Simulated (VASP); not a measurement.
# TePb (I4mm) in VASP: notebook

Runs on TePb. Level: PBEsol. Tasks: single point.

Program: VASP 6.6.1. These are calculated values, not measurements. Logs are shortened: lines on timing, memory, paths and dates and some standing lists are left out, and cuts for length are marked.

### Step 1. The cell of the first run

Symmetry: I4mm, No. 107, tetragonal system. The conventional cell has a = 4.569 Å, b = 4.569 Å, c = 6.462 Å, α = 90.00°, β = 90.00°, γ = 90.00°. Within 4.2 Å of Te (site symmetry 4mm) lie 6 Pb at 3.18 to 3.28 Å. Pb (site symmetry 4mm) has 6 Te at 3.18 to 3.28 Å within 4.2 Å.

### Step 2. Single point, PBEsol

INCAR

```
SYSTEM = TePb
PREC = Accurate
ENCUT = 520
EDIFF = 1E-6
ISMEAR = 0
SIGMA = 0.01
LREAL = .False.
LASPH = .True.
NELM = 80
ALGO = Normal
ISIF = 2
LWAVE = .False.
LCHARG = .False.
GGA = PS
NBANDS = 17
```

KPOINTS

```
Automatic mesh
0
Gamma
  6 6 6
  0 0 0
```

POSCAR

```
TePb
1.0
    0.0000000000      3.2310000000      3.2310000000
    3.2310000000      0.0000000000      3.2310000000
    3.2310000000      3.2310000000      0.0000000000
Te Pb
1 1
Direct
    0.5077375426      0.4922624574      0.5077375426
    0.0000000000      0.0000000000      0.0000000000
```

Potentials or basis: VASP PAW PBE potentials, release 64 (Te, Pb_d).

Launch:

```bash
> cat potpaw_PBE.64/Te/POTCAR potpaw_PBE.64/Pb_d/POTCAR > POTCAR
> mpirun -np 1 vasp_std > vasp.out
```

OUTCAR:

```text
SYSTEM = TePb
   PREC = Accurate
   ENCUT = 520
   EDIFF = 1E-6
   ISMEAR = 0
   LREAL = .False.
   LASPH = .True.
   NELM = 80
   ISIF = 2
   GGA = PS

 ion  position               nearest neighbor table
   1  0.508  0.492  0.508-   2 3.18   2 3.23   2 3.23   2 3.23   2 3.23   2 3.28
   2  0.000  0.000  0.000-   1 3.18   1 3.23   1 3.23   1 3.23   1 3.23   1 3.28

  LATTYP: Found a face centered cubic cell.
 ALAT       =     6.4620000000

  Lattice vectors:

 A1 = (   0.0000000000,   3.2310000000,   3.2310000000)
 A2 = (   3.2310000000,   0.0000000000,   3.2310000000)
 A3 = (   3.2310000000,   3.2310000000,   0.0000000000)

Analysis of symmetry for initial positions (statically):
=====================================================================
 Subroutine PRICEL returns:
 Original cell was already a primitive cell.

 Routine SETGRP: Setting up the symmetry group for a
 face centered cubic supercell.

 Subroutine GETGRP returns: Found  8 space group operations
 (whereof  8 operations were pure point group operations)
 out of a pool of 48 trial point group operations.

The static configuration has the point symmetry C_4v.

Analysis of symmetry for dynamics (positions and initial velocities):
=====================================================================
 Subroutine PRICEL returns:
 Original cell was already a primitive cell.

 Routine SETGRP: Setting up the symmetry group for a
 face centered cubic supercell.

 Subroutine GETGRP returns: Found  8 space group operations
 (whereof  8 operations were pure point group operations)
 out of a pool of 48 trial point group operations.

The dynamic configuration has the point symmetry C_4v.

 Subroutine INISYM returns: Found  8 space group operations
 (whereof  8 operations are pure point group operations),
 and found     1 'primitive' translations

----------------------------------------------------------------------------------------

                                     Primitive cell

  volume of cell :      67.4592

  direct lattice vectors                    reciprocal lattice vectors
     0.000000000  3.231000000  3.231000000    -0.154750851  0.154750851  0.154750851
     3.231000000  0.000000000  3.231000000     0.154750851 -0.154750851  0.154750851
     3.231000000  3.231000000  0.000000000     0.154750851  0.154750851 -0.154750851

  length of vectors
     4.569324020  4.569324020  4.569324020     0.268036337  0.268036337  0.268036337

  position of ions in fractional coordinates (direct lattice)
[... 74 lines left out ...]
   LNONCOLLINEAR =      F non collinear calculations
   LSORBIT =      F    spin-orbit coupling
   LASPH  =      T    aspherical Exc in radial PAW
   ENCUT  =  520.0 eV  38.22 Ry    6.18 a.u.   8.50  8.50  8.50*2*pi/ulx,y,z
   NELM   =     80;   NELMIN=  2; NELMDL= -5     # of ELM steps
   EDIFF  = 0.1E-05   stopping-criterion for ELM
   LREAL  =      F    real-space projection
   EDIFFG = 0.1E-04   stopping-criterion for IOM
   NSW    =      0    number of steps for IOM
   IBRION =     -1    ionic relax: 0-MD 1-quasi-New 2-CG
   NFREE  =      0    steps in history (QN), initial steepest desc. (CG)
   ISIF   =      2    stress and relaxation
   ISYM   =      2    0-nonsym 1-usesym 2-fastsym
   POTIM  = 0.5000    time-step for ionic-motion
   TEBEG  =    0.0;   TEEND  =   0.0 temperature during run
   PSTRESS=    0.0 pullay stress
   NELECT =      20.0000    total number of electrons
   NUPDOWN=      -1.0000    fix difference up-down
   EMIN   =  10.00;   EMAX   =-10.00  energy-range for DOS
   EFERMI =   0.00;   METHOD = LEGACY
   ISMEAR =     0;   SIGMA  =   0.01  broadening in eV -4-tet -1-fermi 0-gaus
   EFERMI_NEDOS =   21; number of points for ismear=-14 and -15
   IALGO  =     38    algorithm
   IMIX   =      4    mixing-type and parameters
     AMIX     =   0.40;   BMIX     =  1.00
     AMIX_MAG =   1.60;   BMIX_MAG =  1.00
  volume/ion in A,a.u.               =      33.73       227.62
  Fermi-wavevector in a.u.,A,eV,Ry     =   1.091619  2.062861 16.213147  1.191633
  Thomas-Fermi vector in A             =   2.227868
   LORBIT       =      0    0 simple, 1 ext, 2 COOP (PROOUT), +10 PAW based schemes
   GGA     = PS    functional components
   LHFCALC =     F    Hartree Fock is set to
   AEXX    =    0.0000 exact exchange contribution
   IVDW    =     0    specifies the selected vdW correction
   LEPSILON=     F    determine dielectric tensor
   LRPA    =     F    only Hartree local field effects (RPA)
 non-spin polarized calculation
 Gauss-broadening in eV      SIGMA  =   0.01
  energy-cutoff  :      520.00
  volume of cell :       67.46
 maximum number of plane-waves:      1853
 NGX is ok and might be reduce to    36
   NGX = 17   NGY = 17   NGZ = 17

 number of electron      20.0000002 magnetization

 Free energy of the ion-electron system (eV)
  ---------------------------------------------------
  ext. energy  EPLUGINS =         0.00000000
  ---------------------------------------------------
  free energy    TOTEN  =        -8.25909562 eV

  energy without entropy =       -8.25909562  energy(sigma->0) =       -8.25909562

 E-fermi :   5.5044     XC(G=0):  -9.4703

 val. band max:        5.4517796456   @ k =   0.5000   0.0000   0.0000
 cond. band min:       6.1356854866   @ k =   0.5000   0.0000   0.0000
 fundamental gap:      0.6839058410
 Fermi energy:         5.5043643008

 k-point     1 :       0.0000    0.0000    0.0000
  band No.  band energies     occupation
      1     -11.1679      2.00000
      2     -11.1678      2.00000
      3     -11.1570      2.00000
      4     -11.1566      2.00000
      5     -11.1566      2.00000
      6      -6.5765      2.00000
[... 457 lines left out ...]
      4     -11.1413      2.00000
      5     -11.1372      2.00000
      6      -5.2215      2.00000
[... 9 lines left out ...]
     16      14.4733      0.00000
     17      14.9994      0.00000

 [... further k-points ...]
[... 5 lines left out ...]
  --------------------------------------------------------------------------------------
  -------------------------------------------------------------------------------------
  Total       -0.1793795     -0.1393880     -0.1793795     -0.0000000      0.0000000      0.0000000
  in kB       -4.2603224     -3.3105123     -4.2603224     -0.0000000      0.0000000      0.0000000
  external PRESSURE =      -3.9437190 kB  Pullay stress =       0.0000000 kB

 VOLUME and BASIS-vectors are now :
 -----------------------------------------------------------------------------
  energy-cutoff  :      520.00
  volume of cell :       67.46
      direct lattice vectors                 reciprocal lattice vectors
     0.000000000  3.231000000  3.231000000    -0.154750851  0.154750851  0.154750851
     3.231000000  0.000000000  3.231000000     0.154750851 -0.154750851  0.154750851
     3.231000000  3.231000000  0.000000000     0.154750851  0.154750851 -0.154750851

 POSITION                                       TOTAL-FORCE (eV/Angst)
 -----------------------------------------------------------------------------------
      3.23100      3.28100      3.23100         0.000000     -0.015005      0.000000
      0.00000      0.00000      0.00000         0.000000      0.015005      0.000000
 -----------------------------------------------------------------------------------
    total drift:                                0.000000     -0.000033      0.000000

  FREE ENERGIE OF THE ION-ELECTRON SYSTEM (eV)
  ---------------------------------------------------
  free  energy   TOTEN  =        -8.2590956220 eV

  energy  without entropy=       -8.2590956220  energy(sigma->0) =       -8.25909562
```

OSZICAR:

```text
N       E                     dE             d eps       ncg     rms          rms(c)
DAV:   1     0.147964149693E+03    0.14796E+03   -0.91885E+03  1028   0.115E+03
DAV:   2     0.201233692195E+01   -0.14595E+03   -0.14141E+03  1066   0.291E+02
DAV:   3    -0.808226018706E+01   -0.10095E+02   -0.10008E+02  1322   0.817E+01
DAV:   4    -0.836944494660E+01   -0.28718E+00   -0.28696E+00  1366   0.152E+01
DAV:   5    -0.837922787442E+01   -0.97829E-02   -0.97826E-02  1427   0.262E+00    0.338E+00
DAV:   6    -0.826472407806E+01    0.11450E+00   -0.24653E-01  1514   0.372E+00    0.210E+00
DAV:   7    -0.825882572186E+01    0.58984E-02   -0.72531E-02  1324   0.142E+00    0.883E-01
DAV:   8    -0.825917509487E+01   -0.34937E-03   -0.82990E-03  1328   0.914E-01    0.134E-01
DAV:   9    -0.825910494067E+01    0.70154E-04   -0.11781E-03  1522   0.346E-01    0.501E-02
DAV:  10    -0.825909424552E+01    0.10695E-04   -0.12612E-04  1407   0.998E-02    0.205E-02
DAV:  11    -0.825909564447E+01   -0.13989E-05   -0.28548E-05  1360   0.402E-02    0.168E-02
DAV:  12    -0.825909562199E+01    0.22480E-07   -0.15084E-06  1012   0.867E-03
   1 F= -.82590956E+01 E0= -.82590956E+01  d E =-.102366E-15
```

Run time: 21 s. Hardware: 1 thread of AMD EPYC 9R45 (Zen 5), shared host; peak memory 0.18 GiB.

Results:

```yaml
Free_energy: -8.2591 eV
Pressure: -0.4 GPa
Largest_force: 0.015 eV/Å
Band_gap_on_the_k_mesh: 0.68 eV, direct
```

Forces on the atoms (eV/Å):
```
Te   0.000 -0.015  0.000
Pb   0.000  0.015  0.000
```

Stress tensor (GPa, compression positive):
```
-0.43  0.00  0.00
 0.00 -0.33  0.00
 0.00  0.00 -0.43
```

Levels at points of the mesh, in eV from the valence-band top:
| k point | band 6 | band 7 | band 8 | band 9 | band 10 | band 11 | band 12 | band 13 | band 14 | band 15 |
| --- | --- | --- | --- | --- | --- | --- | --- | --- | --- | --- |
| (0.00, 0.00, 0.00) | -12.03 | -5.60 | -1.33 | -1.32 | -1.32 | 4.05 | 4.05 | 4.07 | 5.77 | 5.78 |
| (0.50, 0.00, 0.00) | -10.59 | -8.59 | -0.88 | -0.87 | 0.00 | 0.68 | 1.26 | 1.27 | 8.29 | 9.21 |
| (0.50, 0.50, 0.00) | -10.34 | -7.30 | -4.51 | -2.80 | -2.79 | 3.21 | 5.48 | 5.48 | 6.69 | 10.13 |
| (0.50, 0.00, 0.50) | -10.33 | -7.31 | -4.50 | -2.80 | -2.80 | 3.22 | 5.47 | 5.47 | 6.70 | 10.13 |

Caveat: the PAW data sets were made with another functional, which shifts forces and pressure a little; spin-orbit coupling is left out, which moves the levels of the heavy elements. A k mesh can miss the band edges.

### Step 3. Single point, PBEsol

INCAR

```
SYSTEM = TePb
ALGO = Normal ; EDIFF = 1E-7
ENCUT = 520 ; GGA = PS
ISIF = 2 ; ISMEAR = 0
LASPH = .True. ; LCHARG = .True.
LELF = .True. ; LREAL = .False.
LVHAR = .True. ; LWAVE = .False.
NBANDS = 17 ; NELM = 100
PREC = Accurate ; SIGMA = 0.01
```

KPOINTS

```
k-points
0
Gamma
  6 6 6
  0 0 0
```

Changes to POSCAR since step 2:

```diff
@@ -8,3 +8,3 @@
 Direct
-    0.5077375426      0.4922624574      0.5077375426
+    0.5154750851      0.4845249149      0.5154750851
     0.0000000000      0.0000000000      0.0000000000
```

Potentials or basis: VASP PAW PBE potentials, release 64 (Te, Pb_d).

Launch:

```bash
> cat potpaw_PBE.64/Te/POTCAR potpaw_PBE.64/Pb_d/POTCAR > POTCAR
> mpirun -np 1 vasp_std > vasp.out
```

OUTCAR:

```text
SYSTEM = TePb
   EDIFF = 1E-7
   ENCUT = 520
   GGA = PS
   ISIF = 2
   ISMEAR = 0
   LASPH = .True.
   LREAL = .False.
   NELM = 100
   PREC = Accurate

 ion  position               nearest neighbor table
   1  0.515  0.485  0.515-   2 3.13   2 3.23   2 3.23   2 3.23   2 3.23   2 3.33
   2  0.000  0.000  0.000-   1 3.13   1 3.23   1 3.23   1 3.23   1 3.23   1 3.33

  LATTYP: Found a face centered cubic cell.
 ALAT       =     6.4620000000

  Lattice vectors:

 A1 = (   0.0000000000,   3.2310000000,   3.2310000000)
 A2 = (   3.2310000000,   0.0000000000,   3.2310000000)
[... 649 lines left out ...]
      4     -11.1369      2.00000
      5     -11.1316      2.00000
      6      -5.2313      2.00000
[... 9 lines left out ...]
     16      14.4321      0.00000
     17      15.0335      0.00000

 [... further k-points ...]
[... 5 lines left out ...]
  --------------------------------------------------------------------------------------
  -------------------------------------------------------------------------------------
  Total       -0.1779567     -0.0176925     -0.1779567      0.0000000      0.0000000      0.0000000
  in kB       -4.2265321     -0.4202037     -4.2265321      0.0000000      0.0000000      0.0000000
  external PRESSURE =      -2.9577560 kB  Pullay stress =       0.0000000 kB

 VOLUME and BASIS-vectors are now :
 -----------------------------------------------------------------------------
  energy-cutoff  :      520.00
  volume of cell :       67.46
      direct lattice vectors                 reciprocal lattice vectors
     0.000000000  3.231000000  3.231000000    -0.154750851  0.154750851  0.154750851
     3.231000000  0.000000000  3.231000000     0.154750851 -0.154750851  0.154750851
     3.231000000  3.231000000  0.000000000     0.154750851  0.154750851 -0.154750851

 POSITION                                       TOTAL-FORCE (eV/Angst)
 -----------------------------------------------------------------------------------
      3.23100      3.33100      3.23100         0.000000     -0.043616      0.000000
      0.00000      0.00000      0.00000         0.000000      0.043616      0.000000
 -----------------------------------------------------------------------------------
    total drift:                                0.000000     -0.000048      0.000000

  FREE ENERGIE OF THE ION-ELECTRON SYSTEM (eV)
  ---------------------------------------------------
  free  energy   TOTEN  =        -8.2577182402 eV

  energy  without entropy=       -8.2577182402  energy(sigma->0) =       -8.25771824
```

OSZICAR:

```text
N       E                     dE             d eps       ncg     rms          rms(c)
DAV:   1     0.147991713386E+03    0.14799E+03   -0.91888E+03  1028   0.115E+03
DAV:   2     0.200581605039E+01   -0.14599E+03   -0.14145E+03  1066   0.291E+02
DAV:   3    -0.809017227700E+01   -0.10096E+02   -0.10010E+02  1331   0.816E+01
DAV:   4    -0.836633163309E+01   -0.27616E+00   -0.27597E+00  1342   0.151E+01
DAV:   5    -0.837634889512E+01   -0.10017E-01   -0.10017E-01  1474   0.264E+00    0.343E+00
DAV:   6    -0.826331865863E+01    0.11303E+00   -0.24324E-01  1531   0.372E+00    0.212E+00
DAV:   7    -0.825746278186E+01    0.58559E-02   -0.70580E-02  1312   0.140E+00    0.882E-01
DAV:   8    -0.825779138899E+01   -0.32861E-03   -0.81001E-03  1331   0.904E-01    0.135E-01
DAV:   9    -0.825772434881E+01    0.67040E-04   -0.11048E-03  1497   0.339E-01    0.518E-02
DAV:  10    -0.825771738316E+01    0.69656E-05   -0.11660E-04  1377   0.954E-02    0.206E-02
DAV:  11    -0.825771871506E+01   -0.13319E-05   -0.29292E-05  1374   0.413E-02    0.165E-02
DAV:  12    -0.825771854157E+01    0.17348E-06   -0.18590E-06  1151   0.796E-03    0.108E-02
DAV:  13    -0.825771818516E+01    0.35642E-06   -0.32074E-07  1329   0.427E-03    0.398E-03
DAV:  14    -0.825771824015E+01   -0.54997E-07   -0.13963E-07   717   0.327E-03
   1 F= -.82577182E+01 E0= -.82577182E+01  d E =-.580198E-13
```

stdout:

```text
POSCAR found type information on POSCAR TePb
 POSCAR found :  2 types and       2 ions
 scaLAPACK will be used
 -----------------------------------------------------------------------------
|                                                                             |
|                                                                             |
|     You enforced a specific xc type in the INCAR file but a different       |
|     I HOPE YOU KNOW WHAT YOU ARE DOING!                                     |
|                                                                             |
 -----------------------------------------------------------------------------

 LDA part: xc-table for (Slater+PW92), standard interpolation
 POSCAR, INCAR and KPOINTS ok, starting setup
 FFT: planning ... GRIDC
 FFT: planning ... GRID_SOFT
 FFT: planning ... GRID
 WAVECAR not read
 entering main loop
```

Run time: 25 s. Hardware: 1 thread of AMD EPYC 9R45 (Zen 5), shared host; peak memory 0.19 GiB.

Results:

```yaml
Free_energy: -8.2577 eV
Pressure: -0.3 GPa
Largest_force: 0.044 eV/Å
Band_gap_on_the_k_mesh: 0.73 eV, direct
```

Forces in eV/Å, atoms in the order of the input:
```
Te   0.000 -0.044  0.000
Pb   0.000  0.044  0.000
```

Stress tensor (GPa, compression positive):
```
-0.42  0.00  0.00
 0.00 -0.04  0.00
 0.00  0.00 -0.42
```

Caveat: the PAW data sets were made with another functional, which shifts forces and pressure a little; spin-orbit coupling is left out, which moves the levels of the heavy elements. A k mesh can miss the band edges.
